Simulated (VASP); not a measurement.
# SrO in VASP: a series of runs

SrO is run at these levels: r2SCAN; tasks: single point.

Everything below comes from runs of VASP 6.6.1. Logs are shortened: lines on timing, memory, paths and dates and some standing lists are left out, and cuts for length are marked.

## (1) The cell of the first run

Symmetry: I4/mmm, No. 139, tetragonal system. The conventional cell has a = 3.634 Å, b = 3.634 Å, c = 5.397 Å, α = 90.00°, β = 90.00°, γ = 90.00°. Within 3.4 Å of Sr (site symmetry 4/mmm) lie 6 O at 2.57 to 2.70 Å. O (site symmetry 4/mmm) has 6 Sr at 2.57 to 2.70 Å within 3.4 Å.

## (2) Single point, r2SCAN (strain +0.000 along x and y, +0.050 along z)

POSCAR reads:

```
SrO
1.0
    0.0000000000      2.5698000000      2.6982900000
    2.5698000000      0.0000000000      2.6982900000
    2.5698000000      2.5698000000      0.0000000000
Sr O
1 1
Direct
    0.0000000000      0.0000000000      0.0000000000
    0.5000000000      0.5000000000      0.5000000000
```

INCAR.step1 reads:

```
ALGO = Normal
EDIFF = 1E-4
ENCUT = 520
GGA = PE
ISMEAR = 0
LASPH = True
LCHARG = False
LREAL = False
LWAVE = True
NBANDS = 15
NELM = 100
PREC = Accurate
SIGMA = 0.05
```

INCAR.step2 reads:

```
ALGO = Normal
EDIFF = 1E-6
ENCUT = 520
ISIF = 2
ISMEAR = 0
ISTART = 1
LASPH = True
LCHARG = False
LMIXTAU = True
LREAL = False
LWAVE = False
METAGGA = R2SCAN
NBANDS = 15
NELM = 100
PREC = Accurate
SIGMA = 0.05
```

KPOINTS reads:

```
k-points
0
Gamma
  8 8 8
```

Potentials or basis: VASP PAW PBE potentials, release 64 (Sr_sv, O).

Run with:

```sh
$ cat potpaw_PBE.64/Sr_sv/POTCAR potpaw_PBE.64/O/POTCAR > POTCAR
$ cp INCAR.step1 INCAR
$ mpirun -np 1 vasp_std > vasp.out
$ cp INCAR.step2 INCAR
$ mpirun -np 1 vasp_std > vasp.out
```

OUTCAR:

```text
EDIFF = 1E-6
   ENCUT = 520
   ISIF = 2
   ISMEAR = 0
   ISTART = 1
   LASPH = True
   LREAL = False
   METAGGA = R2SCAN
   NELM = 100
   PREC = Accurate

 ion  position               nearest neighbor table
   1  0.000  0.000  0.000-   2 2.57   2 2.57   2 2.57   2 2.57   2 2.70   2 2.70
   2  0.500  0.500  0.500-   1 2.57   1 2.57   1 2.57   1 2.57   1 2.70   1 2.70

  LATTYP: Found a body centered tetragonal cell.
 ALAT       =     3.6342460126
 C/A-ratio  =     1.4849242405

  Lattice vectors:

 A1 = (  -2.5698000000,   0.0000000000,   2.6982900000)
 A2 = (   2.5698000000,   0.0000000000,   2.6982900000)
 A3 = (   0.0000000000,   2.5698000000,  -2.6982900000)

Analysis of symmetry for initial positions (statically):
=====================================================================
 Subroutine PRICEL returns:
 Original cell was already a primitive cell.

 Routine SETGRP: Setting up the symmetry group for a
 body centered tetragonal supercell.

 Subroutine GETGRP returns: Found 16 space group operations
 (whereof 16 operations were pure point group operations)
 out of a pool of 16 trial point group operations.

The static configuration has the point symmetry D_4h.

Analysis of symmetry for dynamics (positions and initial velocities):
=====================================================================
 Subroutine PRICEL returns:
 Original cell was already a primitive cell.

 Routine SETGRP: Setting up the symmetry group for a
 body centered tetragonal supercell.

 Subroutine GETGRP returns: Found 16 space group operations
 (whereof 16 operations were pure point group operations)
 out of a pool of 16 trial point group operations.

The dynamic configuration has the point symmetry D_4h.

 Subroutine INISYM returns: Found 16 space group operations
 (whereof 16 operations are pure point group operations),
 and found     1 'primitive' translations

----------------------------------------------------------------------------------------

                                     Primitive cell

  volume of cell :      35.6383

  direct lattice vectors                    reciprocal lattice vectors
     0.000000000  2.569800000  2.698290000    -0.194567671  0.194567671  0.185302543
     2.569800000  0.000000000  2.698290000     0.194567671 -0.194567671  0.185302543
     2.569800000  2.569800000  0.000000000     0.194567671  0.194567671 -0.185302543

  length of vectors
     3.726210000  3.726210000  3.634246013     0.331738134  0.331738134  0.331738134

  position of ions in fractional coordinates (direct lattice)
     0.000000000  0.000000000  0.000000000
     0.500000000  0.500000000  0.500000000

  ion indices of the primitive-cell ions
   primitive index   ion index
                 1           1
                 2           2

----------------------------------------------------------------------------------------

 KPOINTS: k-points

Automatic generation of k-mesh.
 Grid dimensions read from file:
 generate k-points for:    8    8    8

 Generating k-lattice:

  Cartesian coordinates                     Fractional coordinates (reciprocal lattice)
    -0.024320959  0.024320959  0.023162818     0.125000000  0.000000000  0.000000000
     0.024320959 -0.024320959  0.023162818     0.000000000  0.125000000  0.000000000
     0.024320959  0.024320959 -0.023162818     0.000000000  0.000000000  0.125000000

  Length of vectors
     0.041467267  0.041467267  0.041467267

  Shift w.r.t. Gamma in fractional coordinates (k-lattice)
     0.000000000  0.000000000  0.000000000

 Subroutine IBZKPT returns following result:
 ===========================================

 Found     59 irreducible k-points:

 Following reciprocal coordinates:
            Coordinates               Weight
  0.000000  0.000000  0.000000      1.000000
  0.125000  0.000000  0.000000      8.000000
  0.250000  0.000000  0.000000      8.000000
  0.375000  0.000000  0.000000      8.000000
  0.500000  0.000000  0.000000      4.000000
  0.125000  0.125000  0.000000      2.000000
[... 16 lines left out ...]
  0.250000  0.000000  0.125000     16.000000
  0.375000  0.000000  0.125000     16.000000
 [... further k-points ...]
   k-points           NKPTS =     59   k-points in BZ     NKDIM =     59   number of bands    NBANDS=     15
   number of dos      NEDOS =    301   number of ions     NIONS =      2
   total plane-waves  NPLWV =  21952
   dimension x,y,z NGX =    28 NGY =   28 NGZ =   28
   dimension x,y,z NGXF=    56 NGYF=   56 NGZF=   56
   ions per type =               1   1
   NGX,Y,Z   is equivalent  to a cutoff of  12.49, 12.49, 12.81 a.u.
   NGXF,Y,Z  is equivalent  to a cutoff of  24.98, 24.98, 25.62 a.u.
 SYSTEM =  unknown system
   PREC   = accura    normal or accurate (medium, high low for compatibility)
   ISTART =      1    job   : 0-new  1-cont  2-samecut
   ICHARG =      0    charge: 1-file 2-atom 10-const
   ISPIN  =      1    spin polarized calculation?
   LNONCOLLINEAR =      F non collinear calculations
   LSORBIT =      F    spin-orbit coupling
   LASPH  =      T    aspherical Exc in radial PAW
   ENCUT  =  520.0 eV  38.22 Ry    6.18 a.u.   6.93  6.93  6.76*2*pi/ulx,y,z
   NELM   =    100;   NELMIN=  2; NELMDL=  0     # of ELM steps
   EDIFF  = 0.1E-05   stopping-criterion for ELM
   LREAL  =      F    real-space projection
   EDIFFG = 0.1E-04   stopping-criterion for IOM
   NSW    =      0    number of steps for IOM
   IBRION =     -1    ionic relax: 0-MD 1-quasi-New 2-CG
   NFREE  =      0    steps in history (QN), initial steepest desc. (CG)
   ISIF   =      2    stress and relaxation
   ISYM   =      2    0-nonsym 1-usesym 2-fastsym
   POTIM  = 0.5000    time-step for ionic-motion
   TEBEG  =    0.0;   TEEND  =   0.0 temperature during run
   PSTRESS=    0.0 pullay stress
   NELECT =      16.0000    total number of electrons
   NUPDOWN=      -1.0000    fix difference up-down
   EMIN   =  10.00;   EMAX   =-10.00  energy-range for DOS
   EFERMI =   0.00;   METHOD = LEGACY
   ISMEAR =     0;   SIGMA  =   0.05  broadening in eV -4-tet -1-fermi 0-gaus
   EFERMI_NEDOS =   21; number of points for ismear=-14 and -15
   IALGO  =     38    algorithm
   IMIX   =      4    mixing-type and parameters
     AMIX     =   0.40;   BMIX     =  1.00
     AMIX_MAG =   1.60;   BMIX_MAG =  1.00
  volume/ion in A,a.u.               =      17.82       120.25
  Fermi-wavevector in a.u.,A,eV,Ry     =   1.253552  2.368870 21.380099  1.571393
  Thomas-Fermi vector in A             =   2.387399
   LORBIT       =      0    0 simple, 1 ext, 2 COOP (PROOUT), +10 PAW based schemes
   METAGGA = R2SCAN    functional components
   LHFCALC =     F    Hartree Fock is set to
   AEXX    =    0.0000 exact exchange contribution
   IVDW    =     0    specifies the selected vdW correction
   LEPSILON=     F    determine dielectric tensor
   LRPA    =     F    only Hartree local field effects (RPA)
 non-spin polarized calculation
 Gauss-broadening in eV      SIGMA  =   0.05
  energy-cutoff  :      520.00
  volume of cell :       35.64
 maximum number of plane-waves:       974
   NGX = 13   NGY = 13   NGZ = 13

 number of electron      16.0000001 magnetization

 Free energy of the ion-electron system (eV)
  ---------------------------------------------------
  ext. energy  EPLUGINS =         0.00000000
  ---------------------------------------------------
  free energy    TOTEN  =       -27.02833501 eV

  energy without entropy =      -27.02833501  energy(sigma->0) =      -27.02833501

 E-fermi :   1.3729     XC(G=0): -10.3403

 val. band max:        1.1752547949   @ k =   0.0000   0.0000   0.0000
 cond. band min:       4.8436369564   @ k =   0.5000   0.0000   0.5000
 fundamental gap:      3.6683821615
 Fermi energy:         1.3728928234

 k-point     1 :       0.0000    0.0000    0.0000
  band No.  band energies     occupation
      1     -32.5097      2.00000
      2     -14.8467      2.00000
      3     -13.6184      2.00000
      4     -13.5615      2.00000
      5     -13.5615      2.00000
      6       1.0419      2.00000
      7       1.1753      2.00000
      8       1.1753      2.00000
      9       5.3857      0.00000
     10       7.5755      0.00000
     11       7.9278      0.00000
     12       7.9278      0.00000
     13       9.7764      0.00000
     14      10.3362      0.00000
     15      14.1996      0.00000

 k-point     2 :       0.1250    0.0000    0.0000
  band No.  band energies     occupation
      1     -32.4933      2.00000
      2     -15.1356      2.00000
      3     -13.6245      2.00000
      4     -13.5664      2.00000
      5     -13.3216      2.00000
      6       0.7055      2.00000
      7       0.9272      2.00000
      8       0.9876      2.00000
      9       6.0450      0.00000
     10       7.6163      0.00000
     11       8.0371      0.00000
     12       8.2087      0.00000
     13      10.1555      0.00000
     14      10.7296      0.00000
     15      15.1716      0.00000

 k-point     3 :       0.2500    0.0000    0.0000
  band No.  band energies     occupation
      1     -32.4533      2.00000
      2     -15.6265      2.00000
      3     -13.6622      2.00000
      4     -13.5779      2.00000
      5     -12.9262      2.00000
      6      -0.0564      2.00000
      7       0.5426      2.00000
      8       0.5769      2.00000
      9       7.4344      0.00000
     10       7.6561      0.00000
     11       8.8422      0.00000
     12       8.9741      0.00000
     13      11.1148      0.00000
     14      11.7107      0.00000
     15      17.0536      0.00000

 k-point     4 :       0.3750    0.0000    0.0000
  band No.  band energies     occupation
      1     -32.4129      2.00000
      2     -16.0031      2.00000
      3     -13.7002      2.00000
      4     -13.5892      2.00000
      5     -12.6442      2.00000
      6      -0.6734      2.00000
      7       0.2102      2.00000
      8       0.2123      2.00000
      9       7.8150      0.00000
     10       9.0666      0.00000
     11       9.8526      0.00000
     12       9.9187      0.00000
     13      12.3127      0.00000
     14      12.8913      0.00000
     15      16.8224      0.00000
[... 307 lines left out ...]
 k-point    22 :       0.1250    0.0000    0.1250
  band No.  band energies     occupation
      1     -32.4867      2.00000
      2     -15.2055      2.00000
      3     -13.6598      2.00000
      4     -13.6181      2.00000
      5     -13.1941      2.00000
      6       0.4382      2.00000
      7       0.9601      2.00000
      8       1.1010      2.00000
      9       6.0701      0.00000
     10       7.2020      0.00000
     11       8.2618      0.00000
     12       8.5707      0.00000
     13      10.1133      0.00000
     14      11.0904      0.00000
     15      15.5252      0.00000

 k-point    23 :       0.2500    0.0000    0.1250
  band No.  band energies     occupation
      1     -32.4539      2.00000
      2     -15.5276      2.00000
      3     -13.7004      2.00000
      4     -13.6450      2.00000
      5     -12.9658      2.00000
      6      -0.0577      2.00000
      7       0.7136      2.00000
      8       0.8603      2.00000
      9       6.8674      0.00000
     10       7.0410      0.00000
     11       9.0723      0.00000
     12       9.3015      0.00000
     13      10.7179      0.00000
     14      11.9120      0.00000
     15      17.1684      0.00000

 k-point    24 :       0.3750    0.0000    0.1250
  band No.  band energies     occupation
      1     -32.4139      2.00000
      2     -15.8553      2.00000
      3     -13.7385      2.00000
      4     -13.6575      2.00000
      5     -12.7882      2.00000
      6      -0.4301      2.00000
      7       0.3147      2.00000
      8       0.4914      2.00000
      9       7.1432      0.00000
     10       8.3485      0.00000
     11       9.9914      0.00000
     12      10.1821      0.00000
     13      11.8984      0.00000
     14      12.7666      0.00000
     15      17.1828      0.00000

 [... further k-points ...]
[... 5 lines left out ...]
  --------------------------------------------------------------------------------------
  -------------------------------------------------------------------------------------
  Total       -0.1307557     -0.1307557     -1.2707072      0.0000000      0.0000000      0.0000000
  in kB       -5.8783307     -5.8783307    -57.1266576      0.0000000      0.0000000      0.0000000
  external PRESSURE =     -22.9611064 kB  Pullay stress =       0.0000000 kB

 VOLUME and BASIS-vectors are now :
 -----------------------------------------------------------------------------
  energy-cutoff  :      520.00
  volume of cell :       35.64
      direct lattice vectors                 reciprocal lattice vectors
     0.000000000  2.569800000  2.698290000    -0.194567671  0.194567671  0.185302543
     2.569800000  0.000000000  2.698290000     0.194567671 -0.194567671  0.185302543
     2.569800000  2.569800000  0.000000000     0.194567671  0.194567671 -0.185302543

 POSITION                                       TOTAL-FORCE (eV/Angst)
 -----------------------------------------------------------------------------------
      0.00000      0.00000      0.00000         0.000000     -0.000000      0.000000
      2.56980      2.56980      2.69829        -0.000000      0.000000      0.000000
 -----------------------------------------------------------------------------------
    total drift:                                0.000000      0.000000      0.000000

  FREE ENERGIE OF THE ION-ELECTRON SYSTEM (eV)
  ---------------------------------------------------
  free  energy   TOTEN  =       -27.0283350114 eV

  energy  without entropy=      -27.0283350114  energy(sigma->0) =      -27.02833501
```

Wall time 2.4 min (1 thread of AMD EPYC 7R43 (Zen 3), shared host); peak memory 0.15 GiB.

What came out:

| Quantity | Value |
| --- | --- |
| Free energy | -27.0283 eV |
| Pressure | -2.3 GPa |
| Band gap on the k mesh | 3.67 eV, indirect (least direct gap 3.77 eV) |

Caveat: the cell differs from its parent crystal (strain +0.000 along x and y, +0.050 along z); the PAW data sets were made with another functional, which shifts forces and pressure a little.

## (3) Single point, r2SCAN (strain +0.025 along x and y, +0.000 along z)

POSCAR reads:

```
SrO
1.0
    0.0000000000      2.6340450000      2.5698000000
    2.6340450000      0.0000000000      2.5698000000
    2.6340450000      2.6340450000      0.0000000000
Sr O
1 1
Direct
    0.0000000000      0.0000000000      0.0000000000
    0.5000000000      0.5000000000      0.5000000000
```

INCAR.step1 reads:

```
SYSTEM = SrO
PREC     = Accurate       ! precision mode
ENCUT    = 520            ! plane-wave cutoff, eV
ISMEAR   = 0              ! smearing method
SIGMA    = 0.05           ! smearing width, eV
LREAL    = .FALSE.        ! projectors in reciprocal space
LASPH    = .TRUE.         ! aspherical terms in the spheres
NELM     = 80             ! most SCF steps
NBANDS   = 15             ! bands
GGA      = PE             ! functional
ALGO     = Normal         ! electronic algorithm
EDIFF    = 1E-4           ! SCF threshold, eV
LWAVE    = .TRUE.         ! write WAVECAR
LCHARG   = .FALSE.        ! write CHGCAR
```

INCAR.step2 reads:

```
SYSTEM = SrO
PREC     = Accurate       ! precision mode
ENCUT    = 520            ! plane-wave cutoff, eV
EDIFF    = 1E-7           ! SCF threshold, eV
ISMEAR   = 0              ! smearing method
SIGMA    = 0.05           ! smearing width, eV
LREAL    = .FALSE.        ! projectors in reciprocal space
LASPH    = .TRUE.         ! aspherical terms in the spheres
NELM     = 80             ! most SCF steps
ALGO     = Normal         ! electronic algorithm
ISIF     = 2              ! what is computed and relaxed
LWAVE    = .FALSE.        ! write WAVECAR
LCHARG   = .FALSE.        ! write CHGCAR
METAGGA  = R2SCAN         ! meta-GGA
LMIXTAU  = .TRUE.       
NBANDS   = 15             ! bands
ISTART   = 1
```

KPOINTS reads:

```
Automatic mesh
0
G
  8 8 8
  0 0 0
```

Potentials or basis: VASP PAW PBE potentials, release 64 (Sr_sv, O).

Run with:

```sh
$ cat potpaw_PBE.64/Sr_sv/POTCAR potpaw_PBE.64/O/POTCAR > POTCAR
$ cp INCAR.step1 INCAR
$ mpirun -np 1 vasp_std > vasp.out
$ cp INCAR.step2 INCAR
$ mpirun -np 1 vasp_std > vasp.out
```

Run time: 2.6 min. Hardware: 1 thread of AMD EPYC 7R43 (Zen 3), shared host; peak memory 0.15 GiB.

Results (log left out):

* Free energy: -27.0417 eV
* Pressure: -2.7 GPa
* Band gap on the k mesh: 3.65 eV, indirect (least direct gap 3.85 eV)

Stress tensor (GPa, compression positive):
```
-3.65  0.00  0.00
 0.00 -3.65  0.00
 0.00  0.00 -0.72
```

Levels at points of the mesh, in eV from the valence-band top:
| k point | band 5 | band 6 | band 7 | band 8 | band 9 | band 10 | band 11 | band 12 |
| --- | --- | --- | --- | --- | --- | --- | --- | --- |
| (0.00, 0.00, 0.00) | -14.75 | -0.08 | -0.08 | 0.00 | 4.24 | 6.56 | 6.56 | 6.73 |
| (0.50, 0.00, 0.00) | -13.76 | -2.08 | -1.10 | -1.09 | 6.84 | 8.63 | 9.14 | 9.17 |
| (0.50, 0.50, 0.00) | -15.11 | -0.46 | -0.20 | -0.20 | 3.65 | 8.11 | 10.53 | 10.69 |
| (0.50, 0.00, 0.50) | -15.05 | -0.60 | -0.20 | -0.10 | 3.75 | 8.09 | 10.57 | 10.58 |

Caveat: the cell differs from its parent crystal (strain +0.025 along x and y, +0.000 along z); the PAW data sets were made with another functional, which shifts forces and pressure a little.

## (4) Single point, r2SCAN (strain +0.025 along x and y, +0.050 along z)

POSCAR reads:

```
SrO
1.0
    0.0000000000      2.6340450000      2.6982900000
    2.6340450000      0.0000000000      2.6982900000
    2.6340450000      2.6340450000      0.0000000000
Sr O
1 1
Direct
    0.0000000000      0.0000000000      0.0000000000
    0.5000000000      0.5000000000      0.5000000000
```

INCAR.step1 reads:

```
PREC = Accurate ; ENCUT = 520
ISMEAR = 0 ; SIGMA = 0.05
LREAL = False ; LASPH = True
NELM = 60 ; NBANDS = 15
GGA = PE ; ALGO = Normal
EDIFF = 1E-4 ; LWAVE = True
LCHARG = False
```

INCAR.step2 reads:

```
PREC = Accurate ; ENCUT = 520
EDIFF = 1E-6 ; ISMEAR = 0
SIGMA = 0.05 ; LREAL = False
LASPH = True ; NELM = 60
ALGO = Normal ; ISIF = 2
LWAVE = False ; LCHARG = False
METAGGA = R2SCAN ; LMIXTAU = True
NBANDS = 15 ; ISTART = 1
```

KPOINTS reads:

```
Automatic mesh
0
Gamma
  8 8 8
```

Run with:

```sh
$ cat potpaw_PBE.64/Sr_sv/POTCAR potpaw_PBE.64/O/POTCAR > POTCAR
$ cp INCAR.step1 INCAR
$ mpirun -np 1 vasp_std > vasp.out
$ cp INCAR.step2 INCAR
$ mpirun -np 1 vasp_std > vasp.out
```

Run time: 2.4 min. Hardware: 1 thread of AMD EPYC 7R43 (Zen 3), shared host; peak memory 0.15 GiB.

Results (log left out):

```yaml
Free_energy: -26.9931 eV
Pressure: -6.2 GPa
Band_gap_on_the_k_mesh: 3.73 eV, indirect (least direct gap 3.86 eV)
```

Stress tensor (GPa, compression positive):
```
-5.59  0.00  0.00
 0.00 -5.59  0.00
 0.00  0.00 -7.48
```

Levels at points of the mesh, in eV from the valence-band top:
| k point | band 6 | band 7 | band 8 | band 9 | band 10 | band 11 |
| --- | --- | --- | --- | --- | --- | --- |
| (0.00, 0.00, 0.00) | -0.06 | 0.00 | 0.00 | 3.94 | 6.42 | 6.58 |
| (0.50, 0.00, 0.00) | -1.96 | -0.98 | -0.97 | 6.66 | 8.27 | 8.89 |
| (0.50, 0.50, 0.00) | -0.67 | -0.13 | -0.13 | 3.81 | 7.78 | 10.14 |
| (0.50, 0.00, 0.50) | -0.55 | -0.21 | -0.14 | 3.73 | 7.77 | 10.25 |

Caveat: the cell differs from its parent crystal (strain +0.025 along x and y, +0.050 along z); the PAW data sets were made with another functional, which shifts forces and pressure a little. A k mesh can miss the band edges.

(Part 1 of 2 ends here.)
